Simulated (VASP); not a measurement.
# Y (Fm-3m) in VASP: single point with PBEsol

Aim: the single point of Y with PBEsol.

Everything below comes from runs of VASP 6.6.1. Logs are shortened: lines on timing, memory, paths and dates and some standing lists are left out, and cuts for length are marked.

### Step 1. The cell of the first run

The structure is cubic, space group Fm-3m (No. 225). Conventional cell: a = 4.988 Å, b = 4.988 Å, c = 4.988 Å, α = 90.00°, β = 90.00°, γ = 90.00°. Y (site symmetry m-3m) has 12 Y at 3.53 Å within 4.6 Å.

### Step 2. Single point, PBEsol

File INCAR:

```
ALGO = Normal
EDIFF = 1E-7
ENCUT = 520
GGA = PS
ISIF = 2
ISMEAR = -1
LASPH = T
LCHARG = F
LREAL = F
LWAVE = F
NBANDS = 12
NELM = 80
PREC = Accurate
SIGMA = 0.13605693000000002
```

File KPOINTS:

```
k-points
0
Gamma
  11 11 11
```

File POSCAR:

```
Y
1.0
    0.0000000000      2.4941998872      2.4941998872
    2.4941998872      0.0000000000      2.4941998872
    2.4941998872      2.4941998872      0.0000000000
Y
1
Direct
    0.0000000000      0.0000000000      0.0000000000
```

Potentials or basis: VASP PAW PBE potentials, release 64 (Y_sv).

Run with:

```console
cat potpaw_PBE.64/Y_sv/POTCAR > POTCAR
mpirun -np 1 vasp_std > vasp.out
```

OUTCAR:

```text
EDIFF = 1E-7
   ENCUT = 520
   GGA = PS
   ISIF = 2
   ISMEAR = -1
   LASPH = T
   LREAL = F
   NELM = 80
   PREC = Accurate

 ion  position               nearest neighbor table
   1  0.000  0.000  0.000-

  LATTYP: Found a face centered cubic cell.
 ALAT       =     4.9883997744

  Lattice vectors:

 A1 = (   0.0000000000,   2.4941998872,   2.4941998872)
 A2 = (   2.4941998872,   0.0000000000,   2.4941998872)
 A3 = (   2.4941998872,   2.4941998872,   0.0000000000)

Analysis of symmetry for initial positions (statically):
=====================================================================
 Subroutine PRICEL returns:
 Original cell was already a primitive cell.

 Routine SETGRP: Setting up the symmetry group for a
 face centered cubic supercell.

 Subroutine GETGRP returns: Found 48 space group operations
 (whereof 48 operations were pure point group operations)
 out of a pool of 48 trial point group operations.

The static configuration has the point symmetry O_h .

Analysis of symmetry for dynamics (positions and initial velocities):
=====================================================================
 Subroutine PRICEL returns:
 Original cell was already a primitive cell.

 Routine SETGRP: Setting up the symmetry group for a
 face centered cubic supercell.

 Subroutine GETGRP returns: Found 48 space group operations
 (whereof 48 operations were pure point group operations)
 out of a pool of 48 trial point group operations.

The dynamic configuration has the point symmetry O_h .

 Subroutine INISYM returns: Found 48 space group operations
 (whereof 48 operations are pure point group operations),
 and found     1 'primitive' translations

----------------------------------------------------------------------------------------

                                     Primitive cell

  volume of cell :      31.0330

  direct lattice vectors                    reciprocal lattice vectors
     0.000000000  2.494199887  2.494199887    -0.200465088  0.200465088  0.200465088
     2.494199887  0.000000000  2.494199887     0.200465088 -0.200465088  0.200465088
     2.494199887  2.494199887  0.000000000     0.200465088  0.200465088 -0.200465088

  length of vectors
     3.527331308  3.527331308  3.527331308     0.347215718  0.347215718  0.347215718

  position of ions in fractional coordinates (direct lattice)
     0.000000000  0.000000000  0.000000000

  ion indices of the primitive-cell ions
   primitive index   ion index
                 1           1

----------------------------------------------------------------------------------------

 KPOINTS: k-points

Automatic generation of k-mesh.
 Grid dimensions read from file:
 generate k-points for:   11   11   11

 Generating k-lattice:

  Cartesian coordinates                     Fractional coordinates (reciprocal lattice)
    -0.018224099  0.018224099  0.018224099     0.090909091  0.000000000  0.000000000
     0.018224099 -0.018224099  0.018224099     0.000000000  0.090909091  0.000000000
     0.018224099  0.018224099 -0.018224099     0.000000000  0.000000000  0.090909091

  Length of vectors
     0.031565065  0.031565065  0.031565065

  Shift w.r.t. Gamma in fractional coordinates (k-lattice)
     0.000000000  0.000000000  0.000000000

 Subroutine IBZKPT returns following result:
 ===========================================

 Found     56 irreducible k-points:

 Following reciprocal coordinates:
            Coordinates               Weight
  0.000000  0.000000  0.000000      1.000000
  0.090909  0.000000  0.000000      8.000000
  0.181818  0.000000  0.000000      8.000000
  0.272727  0.000000  0.000000      8.000000
  0.363636  0.000000  0.000000      8.000000
  0.454545  0.000000  0.000000      8.000000
[... 16 lines left out ...]
 -0.272727  0.181818  0.000000     24.000000
 -0.181818  0.181818  0.000000     12.000000
 [... further k-points ...]
   k-points           NKPTS =     56   k-points in BZ     NKDIM =     56   number of bands    NBANDS=     12
   number of dos      NEDOS =    301   number of ions     NIONS =      1
   total plane-waves  NPLWV =  21952
   dimension x,y,z NGX =    28 NGY =   28 NGZ =   28
   dimension x,y,z NGXF=    56 NGYF=   56 NGZF=   56
   ions per type =               1
   NGX,Y,Z   is equivalent  to a cutoff of  13.20, 13.20, 13.20 a.u.
   NGXF,Y,Z  is equivalent  to a cutoff of  26.39, 26.39, 26.39 a.u.
 SYSTEM =  unknown system
   PREC   = accura    normal or accurate (medium, high low for compatibility)
   ISTART =      0    job   : 0-new  1-cont  2-samecut
   ICHARG =      2    charge: 1-file 2-atom 10-const
   ISPIN  =      1    spin polarized calculation?
   LNONCOLLINEAR =      F non collinear calculations
   LSORBIT =      F    spin-orbit coupling
   LASPH  =      T    aspherical Exc in radial PAW
   ENCUT  =  520.0 eV  38.22 Ry    6.18 a.u.   6.56  6.56  6.56*2*pi/ulx,y,z
   NELM   =     80;   NELMIN=  2; NELMDL= -5     # of ELM steps
   EDIFF  = 0.1E-06   stopping-criterion for ELM
   LREAL  =      F    real-space projection
   EDIFFG = 0.1E-05   stopping-criterion for IOM
   NSW    =      0    number of steps for IOM
   IBRION =     -1    ionic relax: 0-MD 1-quasi-New 2-CG
   NFREE  =      0    steps in history (QN), initial steepest desc. (CG)
   ISIF   =      2    stress and relaxation
   ISYM   =      2    0-nonsym 1-usesym 2-fastsym
   POTIM  = 0.5000    time-step for ionic-motion
   TEBEG  =    0.0;   TEEND  =   0.0 temperature during run
   PSTRESS=    0.0 pullay stress
   NELECT =      11.0000    total number of electrons
   NUPDOWN=      -1.0000    fix difference up-down
   EMIN   =  10.00;   EMAX   =-10.00  energy-range for DOS
   EFERMI =   0.00;   METHOD = LEGACY
   ISMEAR =    -1;   SIGMA  =   0.14  broadening in eV -4-tet -1-fermi 0-gaus
   EFERMI_NEDOS =   21; number of points for ismear=-14 and -15
   IALGO  =     38    algorithm
   IMIX   =      4    mixing-type and parameters
     AMIX     =   0.40;   BMIX     =  1.00
     AMIX_MAG =   1.60;   BMIX_MAG =  1.00
  volume/ion in A,a.u.               =      31.03       209.42
  Fermi-wavevector in a.u.,A,eV,Ry     =   1.158594  2.189425 18.263634  1.342339
  Thomas-Fermi vector in A             =   2.295194
   LORBIT       =      0    0 simple, 1 ext, 2 COOP (PROOUT), +10 PAW based schemes
   GGA     = PS    functional components
   LHFCALC =     F    Hartree Fock is set to
   AEXX    =    0.0000 exact exchange contribution
   IVDW    =     0    specifies the selected vdW correction
   LEPSILON=     F    determine dielectric tensor
   LRPA    =     F    only Hartree local field effects (RPA)
 non-spin polarized calculation
  energy-cutoff  :      520.00
  volume of cell :       31.03
 maximum number of plane-waves:       869
   NGX = 13   NGY = 13   NGZ = 13

 number of electron      10.9999999 magnetization

 Free energy of the ion-electron system (eV)
  ---------------------------------------------------
  ext. energy  EPLUGINS =         0.00000000
  ---------------------------------------------------
  free energy    TOTEN  =        -6.84760342 eV

  energy without entropy =       -6.75410501  energy(sigma->0) =       -6.80085422

 E-fermi :   3.2115     XC(G=0):  -9.7553

 val. band max:        3.2094515888   @ k =  -0.2727   0.4545   0.1818
 cond. band min:       3.2165077875   @ k =   0.4545   0.1818   0.0000
 fundamental gap:      0.0070561987
 Fermi energy:         3.2114797412

 k-point     1 :       0.0000    0.0000    0.0000
  band No.  band energies     occupation
      1     -39.2595      2.00000
      2     -18.9371      2.00000
      3     -18.9371      2.00000
      4     -18.9371      2.00000
      5      -1.6293      2.00000
      6       5.0406      0.00000
      7       5.0406      0.00000
      8       5.0406      0.00000
      9       7.1728      0.00000
     10       7.1728      0.00000
     11      12.3345      0.00000
     12      15.7251      0.00000

 k-point     2 :       0.0909    0.0000    0.0000
  band No.  band energies     occupation
      1     -39.2531      2.00000
      2     -18.9937      2.00000
      3     -18.9442      2.00000
      4     -18.9442      2.00000
      5      -1.4123      2.00000
      6       4.8024      0.00002
      7       5.1403      0.00000
      8       5.1403      0.00000
      9       7.0608      0.00000
     10       7.0608      0.00000
     11      12.8234      0.00000
     12      14.8551      0.00000

 k-point     3 :       0.1818    0.0000    0.0000
  band No.  band energies     occupation
      1     -39.2360      2.00000
      2     -19.1424      2.00000
      3     -18.9629      2.00000
      4     -18.9629      2.00000
      5      -0.8106      2.00000
      6       4.2940      0.00070
      7       5.3152      0.00000
      8       5.3152      0.00000
      9       6.9458      0.00000
     10       6.9458      0.00000
     11      13.2509      0.00000
     12      14.3617      0.00000
[... 286 lines left out ...]
 k-point    23 :      -0.2727    0.1818    0.0000
  band No.  band energies     occupation
      1     -39.1866      2.00000
      2     -19.4223      2.00000
      3     -19.1514      2.00000
      4     -19.0094      2.00000
      5       1.2015      2.00000
      6       3.5451      0.15856
      7       4.2651      0.00087
      8       5.6668      0.00000
      9       6.8445      0.00000
     10       9.1232      0.00000
     11      12.5976      0.00000
     12      14.5418      0.00000

 k-point    24 :      -0.1818    0.1818    0.0000
  band No.  band energies     occupation
      1     -39.2058      2.00000
      2     -19.3130      2.00000
      3     -19.0925      2.00000
      4     -18.9808      2.00000
      5       0.3641      2.00000
      6       3.7137      0.04866
      7       4.7720      0.00002
      8       5.9853      0.00000
      9       6.0621      0.00000
     10       8.2797      0.00000
     11      13.4438      0.00000
     12      15.6927      0.00000

 [... further k-points ...]

------------------------ aborting loop because EDIFF is reached ----------------------------------------

  FORCE on cell =-STRESS in cart. coord.  units (eV):
  Direction    XX          YY          ZZ          XY          YZ          ZX
  --------------------------------------------------------------------------------------
  -------------------------------------------------------------------------------------
  Total       -0.0177577     -0.0177577     -0.0177577     -0.0000000     -0.0000000      0.0000000
  in kB       -0.9167964     -0.9167964     -0.9167964     -0.0000000     -0.0000000      0.0000000
  external PRESSURE =      -0.9167964 kB  Pullay stress =       0.0000000 kB

 VOLUME and BASIS-vectors are now :
 -----------------------------------------------------------------------------
  energy-cutoff  :      520.00
  volume of cell :       31.03
      direct lattice vectors                 reciprocal lattice vectors
     0.000000000  2.494199887  2.494199887    -0.200465088  0.200465088  0.200465088
     2.494199887  0.000000000  2.494199887     0.200465088 -0.200465088  0.200465088
     2.494199887  2.494199887  0.000000000     0.200465088  0.200465088 -0.200465088

 POSITION                                       TOTAL-FORCE (eV/Angst)
 -----------------------------------------------------------------------------------
      0.00000      0.00000      0.00000         0.000000      0.000000      0.000000
 -----------------------------------------------------------------------------------
    total drift:                               -0.000000     -0.000000     -0.000000

  FREE ENERGIE OF THE ION-ELECTRON SYSTEM (eV)
  ---------------------------------------------------
  free  energy   TOTEN  =        -6.8476034177 eV

  energy  without entropy=       -6.7541050137  energy(sigma->0) =       -6.80085422
```

It took 11 s on 1 thread of Intel Xeon 6975P-C (Granite Rapids), shared host; peak memory 0.18 GiB.

Results:

```yaml
Free_energy: -6.8476 eV
Pressure: -0.1 GPa
```

Caveat: the PAW data sets were made with another functional, which shifts forces and pressure a little.
